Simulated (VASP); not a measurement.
A run of VASP 6.6.1 is set up as follows.

Contents of POSCAR:

```
BN
1.0
    2.5539396017      0.0000000000      0.0000000000
   -1.2769698009      2.2117765748      0.0000000000
    0.0000000000      0.0000000000      4.2268550000
B N
2 2
Direct
    0.6666666667      0.3333333333      0.9997240000
    0.3333333333      0.6666666667      0.4997240000
    0.5793227787      0.2693931696      0.6489342518
    0.3333333333      0.6666666667      0.1252760000
```

The input INCAR.step1:

```
SYSTEM = BN
PREC = Accurate
ENCUT = 520
ISMEAR = 0
SIGMA = 0.05
LREAL = .FALSE.
LASPH = .TRUE.
NELM = 100
NBANDS = 16
GGA = PE
ALGO = Normal
EDIFF = 1E-4
LWAVE = .TRUE.
LCHARG = .FALSE.
```

INCAR.step2

```
SYSTEM = BN
PREC = Accurate
ENCUT = 520
EDIFF = 1E-6
ISMEAR = 0
SIGMA = 0.05
LREAL = .FALSE.
LASPH = .TRUE.
NELM = 100
ALGO = Normal
ISIF = 2
LWAVE = .FALSE.
LCHARG = .FALSE.
METAGGA = R2SCAN
LMIXTAU = .TRUE.
NBANDS = 16
ISTART = 1
```

KPOINTS

```
Automatic mesh
0
G
  12 12 6
  0 0 0
```

Potentials or basis: VASP PAW PBE potentials, release 64 (B, N).

Run with:

```sh
$ cat potpaw_PBE.64/B/POTCAR potpaw_PBE.64/N/POTCAR > POTCAR
$ cp INCAR.step1 INCAR
$ mpirun -np 1 vasp_std > vasp.out
$ cp INCAR.step2 INCAR
$ mpirun -np 1 vasp_std > vasp.out
```

Q: Predict the band gap on the k mesh.

A: 4.13 eV (least direct gap 7.72 eV).

Q: What does it give for the pressure?

A: 1.7 GPa.

Q: Estimate the largest force.

A: 4.521 eV/Å.

Forces in eV/Å, atoms in the order of the input:
```
B   -0.626 -0.676  0.997
B   -0.907 -1.985  0.753
N    1.563  2.734 -3.244
N   -0.030 -0.073  1.494
```

Caveat: the cell differs from its parent crystal (atom 3 (N) moved by (-0.200, +0.100) A along [1 1 0] and z); the PAW data sets were made with another functional, which shifts forces and pressure a little. A k mesh can miss the band edges.
